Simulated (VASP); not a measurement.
# ZrC (Fm-3m) in VASP: further runs

The runs below take ZrC through single point, with PBE, LDA.

Program: VASP 6.6.1. These are calculated values, not measurements. Logs are shortened: lines on timing, memory, paths and dates and some standing lists are left out, and cuts for length are marked.

### Step 1. The cell of the first run

Symmetry: Fm-3m, No. 225, cubic system. The conventional cell has a = 4.709 Å, b = 4.709 Å, c = 4.709 Å, α = 90.00°, β = 90.00°, γ = 90.00°. Within 3.1 Å of Zr (site symmetry m-3m) lie 6 C at 2.35 Å. C (site symmetry m-3m) has 6 Zr at 2.35 Å within 3.1 Å.

### Step 2. Single point, PBE

Contents of INCAR:

```
SYSTEM = ZrC
PREC     = Accurate       ! precision mode
ENCUT    = 520            ! plane-wave cutoff, eV
EDIFF    = 1E-6           ! SCF threshold, eV
ISMEAR   = 0              ! smearing method
SIGMA    = 0.1            ! smearing width, eV
LREAL    = .FALSE.        ! projectors in reciprocal space
LASPH    = .TRUE.         ! aspherical terms in the spheres
NELM     = 80             ! most SCF steps
ALGO     = Normal         ! electronic algorithm
ISIF     = 2              ! what is computed and relaxed
LWAVE    = .FALSE.        ! write WAVECAR
LCHARG   = .TRUE.         ! write CHGCAR
GGA      = PE             ! functional
LELF     = .TRUE.         ! ELF
LVHAR    = .TRUE.       
NBANDS   = 15             ! bands
```

Contents of KPOINTS:

```
Automatic mesh
0
G
  20 20 20
  0 0 0
```

Contents of POSCAR:

```
ZrC
1.0
    0.0000000000      2.3543208051      2.3543208051
    2.3543208051      0.0000000000      2.3543208051
    2.3543208051      2.3543208051      0.0000000000
Zr C
1 1
Direct
    0.5000000000      0.5000000000      0.5000000000
    0.0000000000      0.0000000000      0.0000000000
```

Potentials or basis: VASP PAW PBE potentials, release 64 (Zr_sv, C).

Started as:

```
cat potpaw_PBE.64/Zr_sv/POTCAR potpaw_PBE.64/C/POTCAR > POTCAR
mpirun -np 1 vasp_std > vasp.out
```

OUTCAR:

```text
SYSTEM = ZrC
   PREC = Accurate
   ENCUT = 520
   EDIFF = 1E-6
   ISMEAR = 0
   LREAL = .FALSE.
   LASPH = .TRUE.
   NELM = 80
   ISIF = 2
   GGA = PE

 ion  position               nearest neighbor table
   1  0.500  0.500  0.500-   2 2.35   2 2.35   2 2.35   2 2.35   2 2.35   2 2.35
   2  0.000  0.000  0.000-   1 2.35   1 2.35   1 2.35   1 2.35   1 2.35   1 2.35

  LATTYP: Found a face centered cubic cell.
 ALAT       =     4.7086416102

  Lattice vectors:

 A1 = (   0.0000000000,   2.3543208051,   2.3543208051)
 A2 = (   2.3543208051,   0.0000000000,   2.3543208051)
 A3 = (   2.3543208051,   2.3543208051,   0.0000000000)

Analysis of symmetry for initial positions (statically):
=====================================================================
 Subroutine PRICEL returns:
 Original cell was already a primitive cell.

 Routine SETGRP: Setting up the symmetry group for a
 face centered cubic supercell.

 Subroutine GETGRP returns: Found 48 space group operations
 (whereof 48 operations were pure point group operations)
 out of a pool of 48 trial point group operations.

The static configuration has the point symmetry O_h .

Analysis of symmetry for dynamics (positions and initial velocities):
=====================================================================
 Subroutine PRICEL returns:
 Original cell was already a primitive cell.

 Routine SETGRP: Setting up the symmetry group for a
 face centered cubic supercell.

 Subroutine GETGRP returns: Found 48 space group operations
 (whereof 48 operations were pure point group operations)
 out of a pool of 48 trial point group operations.

The dynamic configuration has the point symmetry O_h .

 Subroutine INISYM returns: Found 48 space group operations
 (whereof 48 operations are pure point group operations),
 and found     1 'primitive' translations

----------------------------------------------------------------------------------------

                                     Primitive cell

  volume of cell :      26.0992

  direct lattice vectors                    reciprocal lattice vectors
     0.000000000  2.354320805  2.354320805    -0.212375475  0.212375475  0.212375475
     2.354320805  0.000000000  2.354320805     0.212375475 -0.212375475  0.212375475
     2.354320805  2.354320805  0.000000000     0.212375475  0.212375475 -0.212375475

  length of vectors
     3.329512413  3.329512413  3.329512413     0.367845114  0.367845114  0.367845114

  position of ions in fractional coordinates (direct lattice)
     0.500000000  0.500000000  0.500000000
     0.000000000  0.000000000  0.000000000

  ion indices of the primitive-cell ions
   primitive index   ion index
                 1           1
                 2           2

----------------------------------------------------------------------------------------

 KPOINTS: Automatic mesh

Automatic generation of k-mesh.
 Grid dimensions read from file:
 generate k-points for:   20   20   20

 Generating k-lattice:

  Cartesian coordinates                     Fractional coordinates (reciprocal lattice)
    -0.010618774  0.010618774  0.010618774     0.050000000  0.000000000  0.000000000
     0.010618774 -0.010618774  0.010618774     0.000000000  0.050000000  0.000000000
     0.010618774  0.010618774 -0.010618774     0.000000000  0.000000000  0.050000000

  Length of vectors
     0.018392256  0.018392256  0.018392256

  Shift w.r.t. Gamma in fractional coordinates (k-lattice)
     0.000000000  0.000000000  0.000000000

 Subroutine IBZKPT returns following result:
 ===========================================

 Found    256 irreducible k-points:

 Following reciprocal coordinates:
            Coordinates               Weight
  0.000000  0.000000  0.000000      1.000000
  0.050000  0.000000  0.000000      8.000000
  0.100000  0.000000  0.000000      8.000000
  0.150000  0.000000  0.000000      8.000000
  0.200000  0.000000  0.000000      8.000000
  0.250000  0.000000  0.000000      8.000000
[... 16 lines left out ...]
 -0.400000  0.050000  0.000000     24.000000
 -0.350000  0.050000  0.000000     24.000000
 [... further k-points ...]
   k-points           NKPTS =    256   k-points in BZ     NKDIM =    256   number of bands    NBANDS=     15
   number of dos      NEDOS =    301   number of ions     NIONS =      2
   total plane-waves  NPLWV =  21952
   dimension x,y,z NGX =    28 NGY =   28 NGZ =   28
   dimension x,y,z NGXF=    56 NGYF=   56 NGZF=   56
   ions per type =               1   1
   NGX,Y,Z   is equivalent  to a cutoff of  13.98, 13.98, 13.98 a.u.
   NGXF,Y,Z  is equivalent  to a cutoff of  27.96, 27.96, 27.96 a.u.
 SYSTEM =  ZrC
   PREC   = accura    normal or accurate (medium, high low for compatibility)
   ISTART =      0    job   : 0-new  1-cont  2-samecut
   ICHARG =      2    charge: 1-file 2-atom 10-const
   ISPIN  =      1    spin polarized calculation?
   LNONCOLLINEAR =      F non collinear calculations
   LSORBIT =      F    spin-orbit coupling
   LASPH  =      T    aspherical Exc in radial PAW
   ENCUT  =  520.0 eV  38.22 Ry    6.18 a.u.   6.19  6.19  6.19*2*pi/ulx,y,z
   NELM   =     80;   NELMIN=  2; NELMDL= -5     # of ELM steps
   EDIFF  = 0.1E-05   stopping-criterion for ELM
   LREAL  =      F    real-space projection
   EDIFFG = 0.1E-04   stopping-criterion for IOM
   NSW    =      0    number of steps for IOM
   IBRION =     -1    ionic relax: 0-MD 1-quasi-New 2-CG
   NFREE  =      0    steps in history (QN), initial steepest desc. (CG)
   ISIF   =      2    stress and relaxation
   ISYM   =      2    0-nonsym 1-usesym 2-fastsym
   POTIM  = 0.5000    time-step for ionic-motion
   TEBEG  =    0.0;   TEEND  =   0.0 temperature during run
   PSTRESS=    0.0 pullay stress
   NELECT =      16.0000    total number of electrons
   NUPDOWN=      -1.0000    fix difference up-down
   EMIN   =  10.00;   EMAX   =-10.00  energy-range for DOS
   EFERMI =   0.00;   METHOD = LEGACY
   ISMEAR =     0;   SIGMA  =   0.10  broadening in eV -4-tet -1-fermi 0-gaus
   EFERMI_NEDOS =   21; number of points for ismear=-14 and -15
   IALGO  =     38    algorithm
   IMIX   =      4    mixing-type and parameters
     AMIX     =   0.40;   BMIX     =  1.00
     AMIX_MAG =   1.60;   BMIX_MAG =  1.00
  volume/ion in A,a.u.               =      13.05        88.06
  Fermi-wavevector in a.u.,A,eV,Ry     =   1.390718  2.628077 26.314995  1.934098
  Thomas-Fermi vector in A             =   2.514627
   LORBIT       =      0    0 simple, 1 ext, 2 COOP (PROOUT), +10 PAW based schemes
   GGA     = PE    functional components
   LHFCALC =     F    Hartree Fock is set to
   AEXX    =    0.0000 exact exchange contribution
   IVDW    =     0    specifies the selected vdW correction
   LEPSILON=     F    determine dielectric tensor
   LRPA    =     F    only Hartree local field effects (RPA)
 non-spin polarized calculation
 Gauss-broadening in eV      SIGMA  =   0.10
  energy-cutoff  :      520.00
  volume of cell :       26.10
 maximum number of plane-waves:       725
 NGX is ok and might be reduce to    28
   NGX = 13   NGY = 13   NGZ = 13

 number of electron      16.0000000 magnetization

 Free energy of the ion-electron system (eV)
  ---------------------------------------------------
  ext. energy  EPLUGINS =         0.00000000
  ---------------------------------------------------
  free energy    TOTEN  =       -19.46268126 eV

  energy without entropy =      -19.46128522  energy(sigma->0) =      -19.46198324

 E-fermi :   9.5712     XC(G=0): -12.1075

 val. band max:        9.5658233756   @ k =   0.4500   0.4500   0.0000
 cond. band min:       9.5884222330   @ k =   0.4500   0.4000   0.0000
 fundamental gap:      0.0225988574
 Fermi energy:         9.5712154799

 k-point     1 :       0.0000    0.0000    0.0000
  band No.  band energies     occupation
      1     -38.5736      2.00000
      2     -16.2874      2.00000
      3     -16.2874      2.00000
      4     -16.2874      2.00000
      5      -1.7353      2.00000
      6      10.4863      0.00000
      7      10.4863      0.00000
      8      10.4863      0.00000
      9      10.6445      0.00000
     10      10.6445      0.00000
     11      10.6445      0.00000
     12      12.3493      0.00000
     13      12.3493      0.00000
     14      16.8013      0.00000
     15      20.0072      0.00000

 k-point     2 :       0.0500    0.0000    0.0000
  band No.  band energies     occupation
      1     -38.5712      2.00000
      2     -16.3095      2.00000
      3     -16.2893      2.00000
      4     -16.2893      2.00000
      5      -1.6786      2.00000
      6       9.9225      0.00000
      7      10.0909      0.00000
      8      10.0909      0.00000
      9      10.8112      0.00000
     10      10.8112      0.00000
     11      11.0754      0.00000
     12      12.6954      0.00000
     13      12.6954      0.00000
     14      16.9279      0.00000
     15      20.1641      0.00000

 k-point     3 :       0.1000    0.0000    0.0000
  band No.  band energies     occupation
      1     -38.5642      2.00000
      2     -16.3731      2.00000
      3     -16.2949      2.00000
      4     -16.2949      2.00000
      5      -1.5121      2.00000
      6       9.1887      2.00000
      7       9.4820      1.79297
      8       9.4820      1.79297
      9      11.0141      0.00000
     10      11.0141      0.00000
     11      11.4490      0.00000
     12      13.4497      0.00000
     13      13.4497      0.00000
     14      17.2734      0.00000
     15      20.6102      0.00000
[... 343 lines left out ...]
 k-point    23 :      -0.4000    0.0500    0.0000
  band No.  band energies     occupation
      1     -38.4800      2.00000
      2     -17.0650      2.00000
      3     -16.3809      2.00000
      4     -16.3569      2.00000
      5       0.9529      2.00000
      6       4.7195      2.00000
      7       6.7442      2.00000
      8       6.8559      2.00000
      9      13.5177      0.00000
     10      13.5622      0.00000
     11      14.2862      0.00000
     12      17.1349      0.00000
     13      18.6789      0.00000
     14      19.3843      0.00000
     15      23.0687      0.00000

 k-point    24 :      -0.3500    0.0500    0.0000
  band No.  band energies     occupation
      1     -38.4898      2.00000
      2     -16.9889      2.00000
      3     -16.3762      2.00000
      4     -16.3460      2.00000
      5       0.5669      2.00000
      6       5.2179      2.00000
      7       6.9126      2.00000
      8       7.0862      2.00000
      9      13.0373      0.00000
     10      13.0850      0.00000
     11      13.8588      0.00000
     12      17.6237      0.00000
     13      18.1508      0.00000
     14      18.8200      0.00000
     15      23.6865      0.00000

 [... further k-points ...]

------------------------ aborting loop because EDIFF is reached ----------------------------------------

  FORCE on cell =-STRESS in cart. coord.  units (eV):
  Direction    XX          YY          ZZ          XY          YZ          ZX
  --------------------------------------------------------------------------------------
  -------------------------------------------------------------------------------------
  Total        0.0433872      0.0433872      0.0433872      0.0000000     -0.0000000      0.0000000
  in kB        2.6634530      2.6634530      2.6634530      0.0000000     -0.0000000      0.0000000
  external PRESSURE =       2.6634530 kB  Pullay stress =       0.0000000 kB

 VOLUME and BASIS-vectors are now :
 -----------------------------------------------------------------------------
  energy-cutoff  :      520.00
  volume of cell :       26.10
      direct lattice vectors                 reciprocal lattice vectors
     0.000000000  2.354320805  2.354320805    -0.212375475  0.212375475  0.212375475
     2.354320805  0.000000000  2.354320805     0.212375475 -0.212375475  0.212375475
     2.354320805  2.354320805  0.000000000     0.212375475  0.212375475 -0.212375475

 POSITION                                       TOTAL-FORCE (eV/Angst)
 -----------------------------------------------------------------------------------
      2.35432      2.35432      2.35432        -0.000000     -0.000000     -0.000000
      0.00000      0.00000      0.00000         0.000000      0.000000      0.000000
 -----------------------------------------------------------------------------------
    total drift:                                0.000000      0.000000      0.000000

  FREE ENERGIE OF THE ION-ELECTRON SYSTEM (eV)
  ---------------------------------------------------
  free  energy   TOTEN  =       -19.4626812560 eV

  energy  without entropy=      -19.4612852163  energy(sigma->0) =      -19.46198324
```

It took 1.8 min on 1 thread of Intel Xeon Platinum 8259CL at 2.50GHz (Skylake/Cascade Lake), shared host; peak memory 0.24 GiB.

Results:

- Free energy: -19.4627 eV
- Pressure: 0.3 GPa
- Band gap on the k mesh: zero (bands 8 and 9 overlap by 1.31 eV)

[end of part 1 of 2]
